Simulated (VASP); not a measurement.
Write the native input for VASP 6.6.1 that does the following.

```
Task                   : single point
Functional             : r2SCAN
Potentials or basis    : VASP PAW PBE potentials, release 64 (Zn, S)
Cutoff                 : 520 eV
k mesh                 : 8 × 8 × 8
Occupations            : gaussian, width 0.01 eV
Spin                   : no spin polarisation
Dipole correction      : no
Further INCAR settings : ALGO = Normal; EDIFF = 1e-06; NBANDS = 16
```

The system is ZnS.

```
Zn S
1.0
     0.00000    2.54323    2.69410
     2.54323    0.00000    2.69410
     2.54323    2.54323    0.00000
Zn S
1 1
Direct
  0.25000 0.25000 0.25000
  0.00000 0.00000 0.00000
```

This cell differs from its parent crystal: biaxial xy strain -5.6%.

The input as run:

POSCAR

```
ZnS
1.0
    0.0000000000      2.5432262021      2.6940955531
    2.5432262021      0.0000000000      2.6940955531
    2.5432262021      2.5432262021      0.0000000000
Zn S
1 1
Direct
    0.2500000000      0.2500000000      0.2500000000
    0.0000000000      0.0000000000      0.0000000000
```

INCAR.step1

```
PREC = Accurate
ENCUT = 520
ISMEAR = 0
SIGMA = 0.01
LREAL = F
LASPH = T
NELM = 60
NBANDS = 16
GGA = PE
ALGO = Normal
EDIFF = 1E-4
LWAVE = T
LCHARG = F
```

INCAR.step2

```
PREC = Accurate
ENCUT = 520
EDIFF = 1E-6
ISMEAR = 0
SIGMA = 0.01
LREAL = F
LASPH = T
NELM = 60
ALGO = Normal
ISIF = 2
LWAVE = F
LCHARG = T
METAGGA = R2SCAN
LMIXTAU = T
LELF = T
LVHAR = T
NBANDS = 16
ISTART = 1
```

KPOINTS

```
Automatic mesh
0
Gamma
  8 8 8
```

Potentials or basis: VASP PAW PBE potentials, release 64 (Zn, S).

The run is started by

```bash
$ cat potpaw_PBE.64/Zn/POTCAR potpaw_PBE.64/S/POTCAR > POTCAR
$ cp INCAR.step1 INCAR
$ mpirun -np 1 vasp_std > vasp.out
$ cp INCAR.step2 INCAR
$ mpirun -np 1 vasp_std > vasp.out
```

It gave:

```
Pressure               : 11.7 GPa
Band gap on the k mesh : 3.18 eV, direct
```

Caveat: the cell differs from its parent crystal (biaxial xy strain -5.6%); the PAW data sets were made with another functional, which shifts forces and pressure a little.

Wall time 3.3 min on 1 thread of Intel(R) Xeon(R) Platinum 8259CL CPU @ 2.50GHz (Skylake/Cascade Lake), on a shared host, peak memory 0.18 GiB.
